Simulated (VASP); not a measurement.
# Au in VASP: further runs

Au is run at these levels: LDA; tasks: single point.

All numbers are computed with VASP 6.6.1; they aren't measurements. Logs are shortened: lines on timing, memory, paths and dates and some standing lists are left out, and cuts for length are marked.

### 1 The cell of the first run

The cell holds a slab with vacuum, 5 atoms: a = 2.863 Å, b = 2.863 Å, c = 25.349 Å, α = 90.00°, β = 90.00°, γ = 120.00°.

### 2 Single point, LDA

Input file INCAR:

```
PREC = Accurate ; ENCUT = 520
EDIFF = 1E-6 ; ISMEAR = -1
SIGMA = 0.05 ; LREAL = False
LASPH = True ; NELM = 80
ALGO = Normal ; ISIF = 2
LWAVE = False ; LCHARG = False
LDIPOL = True ; IDIPOL = 3
DIPOL = 0.5 0.5 0.500 ; NBANDS = 36
```

Input file KPOINTS:

```
regular mesh
0
Gamma
  13 13 1
```

Input file POSCAR:

```
Au
1.0
    2.8626073071      0.0000000000      0.0000000000
   -1.4313036535      2.4790906490      0.0000000000
    0.0000000000      0.0000000000     25.3492000000
Au
5
Direct
    0.8333333330      0.1666666670      0.3155910974
    0.1666666670      0.8333333330      0.4077955484
    0.5000000000      0.5000000000      0.5000000000
    0.8333333330      0.1666666670      0.5922044516
    0.1666666670      0.8333333330      0.6844089026
```

Potentials or basis: VASP PAW LDA potentials, release 64 (Au).

Run with:

```bash
cat potpaw_LDA.64/Au/POTCAR > POTCAR
mpirun -np 1 vasp_std > vasp.out
```

OUTCAR:

```text
PREC = Accurate
   ENCUT = 520
   EDIFF = 1E-6
   ISMEAR = -1
   LREAL = False
   LASPH = True
   NELM = 80
   ISIF = 2

 ion  position               nearest neighbor table
   1  0.833  0.167  0.316-   2 2.86   2 2.86   2 2.86
   2  0.167  0.833  0.408-   1 2.86   1 2.86   1 2.86   3 2.86   3 2.86   3 2.86
   3  0.500  0.500  0.500-   2 2.86   4 2.86   4 2.86   2 2.86   2 2.86   4 2.86
   4  0.833  0.167  0.592-   5 2.86   5 2.86   5 2.86   3 2.86   3 2.86   3 2.86
   5  0.167  0.833  0.684-   4 2.86   4 2.86   4 2.86

  LATTYP: Found a hexagonal cell.
 ALAT       =     2.8626073071
 C/A-ratio  =     8.8552837608

  Lattice vectors:

 A1 = (   2.8626073071,   0.0000000000,   0.0000000000)
 A2 = (  -1.4313036535,   2.4790906490,   0.0000000000)
 A3 = (   0.0000000000,   0.0000000000,  25.3492000000)

Analysis of symmetry for initial positions (statically):
=====================================================================
 Subroutine PRICEL returns:
 Original cell was already a primitive cell.

 Routine SETGRP: Setting up the symmetry group for a
 hexagonal supercell.

 Subroutine GETGRP returns: Found 12 space group operations
 (whereof  4 operations were pure point group operations)
 out of a pool of 24 trial point group operations.

The static configuration has the point symmetry C_2h.
 The point group associated with its full space group is D_3d.

Analysis of symmetry for dynamics (positions and initial velocities):
=====================================================================
 Subroutine PRICEL returns:
 Original cell was already a primitive cell.

 Routine SETGRP: Setting up the symmetry group for a
 hexagonal supercell.

 Subroutine GETGRP returns: Found 12 space group operations
 (whereof  4 operations were pure point group operations)
 out of a pool of 24 trial point group operations.

The dynamic configuration has the point symmetry C_2h.
 The point group associated with its full space group is D_3d.

 Subroutine INISYM returns: Found 12 space group operations
 (whereof  4 operations are pure point group operations),
 and found     1 'primitive' translations

----------------------------------------------------------------------------------------

                                     Primitive cell

  volume of cell :     179.8947

  direct lattice vectors                    reciprocal lattice vectors
     2.862607307  0.000000000  0.000000000     0.349331883  0.201686857  0.000000000
    -1.431303654  2.479090649  0.000000000     0.000000000  0.403373713  0.000000000
     0.000000000  0.000000000 25.349200000     0.000000000  0.000000000  0.039448977

  length of vectors
     2.862607307  2.862607307 25.349200000     0.403373713  0.403373713  0.039448977

  position of ions in fractional coordinates (direct lattice)
     0.833333333  0.166666667  0.315591097
     0.166666667  0.833333333  0.407795548
     0.500000000  0.500000000  0.500000000
     0.833333333  0.166666667  0.592204452
     0.166666667  0.833333333  0.684408903

  ion indices of the primitive-cell ions
   primitive index   ion index
                 1           1
                 2           2
                 3           3
                 4           4
                 5           5

----------------------------------------------------------------------------------------

 KPOINTS: regular mesh

Automatic generation of k-mesh.
 Grid dimensions read from file:
 generate k-points for:   13   13    1

 Generating k-lattice:

  Cartesian coordinates                     Fractional coordinates (reciprocal lattice)
     0.026871683  0.015514374  0.000000000     0.076923077 -0.000000000  0.000000000
     0.000000000  0.031028747  0.000000000     0.000000000  0.076923077  0.000000000
     0.000000000  0.000000000  0.039448977     0.000000000  0.000000000  1.000000000

  Length of vectors
     0.031028747  0.031028747  0.039448977

  Shift w.r.t. Gamma in fractional coordinates (k-lattice)
     0.000000000  0.000000000  0.000000000

 Subroutine IBZKPT returns following result:
 ===========================================

 Found     21 irreducible k-points:

 Following reciprocal coordinates:
            Coordinates               Weight
  0.000000  0.000000  0.000000      1.000000
  0.076923  0.000000  0.000000      6.000000
  0.153846 -0.000000  0.000000      6.000000
  0.230769 -0.000000  0.000000      6.000000
  0.307692 -0.000000  0.000000      6.000000
  0.384615 -0.000000  0.000000      6.000000
[... 13 lines left out ...]
  0.384615  0.230769  0.000000      6.000000
  0.307692  0.307692  0.000000      6.000000
   k-points           NKPTS =     21   k-points in BZ     NKDIM =     21   number of bands    NBANDS=     36
   number of dos      NEDOS =    301   number of ions     NIONS =      5
   total plane-waves  NPLWV = 110592
   dimension x,y,z NGX =    24 NGY =   24 NGZ =  192
   dimension x,y,z NGXF=    48 NGYF=   48 NGZF=  384
   ions per type =               5
   NGX,Y,Z   is equivalent  to a cutoff of  13.94, 13.94, 12.59 a.u.
   NGXF,Y,Z  is equivalent  to a cutoff of  27.88, 27.88, 25.18 a.u.
 SYSTEM =  unknown system
   PREC   = accura    normal or accurate (medium, high low for compatibility)
   ISTART =      0    job   : 0-new  1-cont  2-samecut
   ICHARG =      2    charge: 1-file 2-atom 10-const
   ISPIN  =      1    spin polarized calculation?
   LNONCOLLINEAR =      F non collinear calculations
   LSORBIT =      F    spin-orbit coupling
   LASPH  =      T    aspherical Exc in radial PAW
   ENCUT  =  520.0 eV  38.22 Ry    6.18 a.u.   5.32  5.32 47.13*2*pi/ulx,y,z
   NELM   =     80;   NELMIN=  2; NELMDL= -5     # of ELM steps
   EDIFF  = 0.1E-05   stopping-criterion for ELM
   LREAL  =      F    real-space projection
   EDIFFG = 0.1E-04   stopping-criterion for IOM
   NSW    =      0    number of steps for IOM
   IBRION =     -1    ionic relax: 0-MD 1-quasi-New 2-CG
   NFREE  =      0    steps in history (QN), initial steepest desc. (CG)
   ISIF   =      2    stress and relaxation
   ISYM   =      2    0-nonsym 1-usesym 2-fastsym
   POTIM  = 0.5000    time-step for ionic-motion
   TEBEG  =    0.0;   TEEND  =   0.0 temperature during run
   PSTRESS=    0.0 pullay stress
   NELECT =      55.0000    total number of electrons
   NUPDOWN=      -1.0000    fix difference up-down
   EMIN   =  10.00;   EMAX   =-10.00  energy-range for DOS
   EFERMI =   0.00;   METHOD = LEGACY
   ISMEAR =    -1;   SIGMA  =   0.05  broadening in eV -4-tet -1-fermi 0-gaus
   EFERMI_NEDOS =   21; number of points for ismear=-14 and -15
   IALGO  =     38    algorithm
   IMIX   =      4    mixing-type and parameters
     AMIX     =   0.40;   BMIX     =  1.00
     AMIX_MAG =   1.60;   BMIX_MAG =  1.00
  volume/ion in A,a.u.               =      35.98       242.80
  Fermi-wavevector in a.u.,A,eV,Ry     =   1.102866  2.084115 16.548961  1.216314
  Thomas-Fermi vector in A             =   2.239316
   LORBIT       =      0    0 simple, 1 ext, 2 COOP (PROOUT), +10 PAW based schemes
   GGA     = CA    functional components
   LHFCALC =     F    Hartree Fock is set to
   AEXX    =    0.0000 exact exchange contribution
   IVDW    =     0    specifies the selected vdW correction
   LEPSILON=     F    determine dielectric tensor
   LRPA    =     F    only Hartree local field effects (RPA)
 non-spin polarized calculation
  energy-cutoff  :      520.00
  volume of cell :      179.89
 maximum number of plane-waves:      4907
 NGX is ok and might be reduce to    24
   NGX = 11   NGY = 11   NGZ = 95

 number of electron      55.0000004 magnetization

 dipolmoment           0.000000      0.000000      0.000000 electrons x Angstroem

 Free energy of the ion-electron system (eV)
  ---------------------------------------------------
  ext. energy  EPLUGINS =         0.00000000
  ---------------------------------------------------
  free energy    TOTEN  =       -21.24753109 eV

  energy without entropy =      -21.23749328  energy(sigma->0) =      -21.24251218

 E-fermi :   1.5491     XC(G=0):  -6.7435

 val. band max:        1.4774844980   @ k =   0.4615   0.0000   0.0000
 cond. band min:       1.6163286040   @ k =   0.3846   0.0769   0.0000
 fundamental gap:      0.1388441060
 Fermi energy:         1.5490707495

 k-point     1 :       0.0000    0.0000    0.0000
  band No.  band energies     occupation
      1      -8.4158      2.00000
      2      -7.5171      2.00000
      3      -6.5382      2.00000
      4      -5.9667      2.00000
      5      -5.9218      2.00000
      6      -3.4819      2.00000
[... 28 lines left out ...]
     35       8.3249      0.00000
     36       8.8126      0.00000

 k-point     2 :       0.0769    0.0000    0.0000
  band No.  band energies     occupation
      1      -8.2301      2.00000
      2      -7.3363      2.00000
      3      -6.3579      2.00000
      4      -5.8029      2.00000
      5      -5.7465      2.00000
      6      -3.5926      2.00000
[... 28 lines left out ...]
     35       8.4699      0.00000
     36       8.9338      0.00000

 k-point     3 :       0.1538   -0.0000    0.0000
  band No.  band energies     occupation
      1      -7.7014      2.00000
      2      -6.8354      2.00000
      3      -5.8758      2.00000
      4      -5.3736      2.00000
      5      -5.2807      2.00000
      6      -3.9496      2.00000
[... 28 lines left out ...]
     35       8.9043      0.00000
     36       9.2962      0.00000
[... 625 lines left out ...]
 k-point    20 :       0.3846    0.2308    0.0000
  band No.  band energies     occupation
      1      -5.0898      2.00000
      2      -5.0319      2.00000
      3      -4.6109      2.00000
      4      -4.5603      2.00000
      5      -4.4743      2.00000
      6      -4.2153      2.00000
[... 28 lines left out ...]
     35       7.8328      0.00000
     36       9.0016      0.00000

 k-point    21 :       0.3077    0.3077    0.0000
  band No.  band energies     occupation
      1      -4.8505      2.00000
      2      -4.8284      2.00000
      3      -4.5892      2.00000
      4      -4.4377      2.00000
      5      -4.1894      2.00000
      6      -4.1266      2.00000
[... 28 lines left out ...]
     35       7.7942      0.00000
     36       8.2699      0.00000

------------------------ aborting loop because EDIFF is reached ----------------------------------------

 vacuum level on the upper side and lower side of the slab       (xc-potential included)        -0.008        -0.008

  FORCE on cell =-STRESS in cart. coord.  units (eV):
  Direction    XX          YY          ZZ          XY          YZ          ZX
  --------------------------------------------------------------------------------------
  -------------------------------------------------------------------------------------
  Total       -3.1272664     -3.1272664      0.2652306     -0.0000000     -0.0000000      0.0000000
  in kB      -27.8520403    -27.8520403      2.3621950     -0.0000000     -0.0000000      0.0000000
  external PRESSURE =     -17.7806285 kB  Pullay stress =       0.0000000 kB

 VOLUME and BASIS-vectors are now :
 -----------------------------------------------------------------------------
  energy-cutoff  :      520.00
  volume of cell :      179.89
      direct lattice vectors                 reciprocal lattice vectors
     2.862607307  0.000000000  0.000000000     0.349331883  0.201686857  0.000000000
    -1.431303654  2.479090649  0.000000000     0.000000000  0.403373713  0.000000000
     0.000000000  0.000000000 25.349200000     0.000000000  0.000000000  0.039448977

 POSITION                                       TOTAL-FORCE (eV/Angst)
 -----------------------------------------------------------------------------------
      2.14696      0.41318      7.99998        -0.000000     -0.000000     -0.079380
     -0.71565      2.06591     10.33729         0.000000      0.000000      0.087069
      0.71565      1.23955     12.67460        -0.000000      0.000000      0.000000
      2.14696      0.41318     15.01191         0.000000      0.000000     -0.087069
     -0.71565      2.06591     17.34922         0.000000      0.000000      0.079380
 -----------------------------------------------------------------------------------
    total drift:                                0.000000      0.000000      0.000000

  FREE ENERGIE OF THE ION-ELECTRON SYSTEM (eV)
  ---------------------------------------------------
  free  energy   TOTEN  =       -21.2475310890 eV

  energy  without entropy=      -21.2374932767  energy(sigma->0) =      -21.24251218

 vacuum level on the upper side and lower side of the slab         7.015         7.015
```

Run time: 1.8 min. Hardware: 1 thread of AMD EPYC 9R45 (Zen 5), shared host; peak memory 0.26 GiB.

What came out:

* Free energy: -21.2475 eV
* Largest force: 0.087 eV/Å
* Band gap on the k mesh: zero (an odd number of electrons rules out a gap without spin polarisation)

Forces on the atoms (eV/Å):
```
Au   0.000  0.000 -0.079
Au   0.000  0.000  0.087
Au   0.000  0.000  0.000
Au   0.000  0.000 -0.087
Au   0.000  0.000  0.079
```

Caveat: spin-orbit coupling is left out, which moves the levels of the heavy elements.

### 3 Single point, LDA

Input file INCAR:

```
PREC = Accurate
ENCUT = 520
EDIFF = 1E-6
ISMEAR = -1
SIGMA = 0.05
LREAL = F
LASPH = T
NELM = 60
ALGO = Normal
ISIF = 2
LWAVE = F
LCHARG = F
LDIPOL = T
IDIPOL = 3
DIPOL = 0.5 0.5 0.500
NBANDS = 36
```

Input file KPOINTS:

```
Automatic mesh
0
Gamma
  13 13 1
```

Input file POSCAR:

```
Au
1.0
    2.8626073071      0.0000000000      0.0000000000
   -1.4313036535      2.4790906490      0.0000000000
    0.0000000000      0.0000000000     25.3492000000
Au
5
Direct
    0.8333333333      0.1666666667      0.3153937010
    0.1666666667      0.8333333333      0.4081121168
    0.5000000000      0.5000000000      0.5000000010
    0.8333333333      0.1666666667      0.5918878817
    0.1666666667      0.8333333333      0.6846062996
```

Potentials or basis: VASP PAW LDA potentials, release 64 (Au).

Run with:

```bash
cat potpaw_LDA.64/Au/POTCAR > POTCAR
mpirun -np 1 vasp_std > vasp.out
```

It took 1.9 min on 1 thread of AMD EPYC 9R45 (Zen 5), shared host; peak memory 0.27 GiB.

It converged, with:

```
Free energy            : -21.2487 eV
Largest force          : 0.023 eV/Å
Band gap on the k mesh : zero (an odd number of electrons rules out a gap without spin polarisation)
```

Forces on the atoms (eV/Å):
```
Au   0.000  0.000 -0.023
Au   0.000  0.000 -0.006
Au   0.000  0.000  0.000
Au   0.000  0.000  0.006
Au   0.000  0.000  0.023
```

Levels at points of the mesh, in eV from the Fermi level:
```csv
k point,band 25,band 26,band 27,band 28,band 29,band 30,band 31,band 32
"(0.00, 0.00, 0.00)",-2.79,-2.31,-2.31,-2.07,-2.07,-1.12,-0.20,4.51
```

Caveat: spin-orbit coupling is left out, which moves the levels of the heavy elements.

(Continued in part 2 of 2.)

The gap in the log of VASP goes by the Fermi energy; the results here count the filled bands.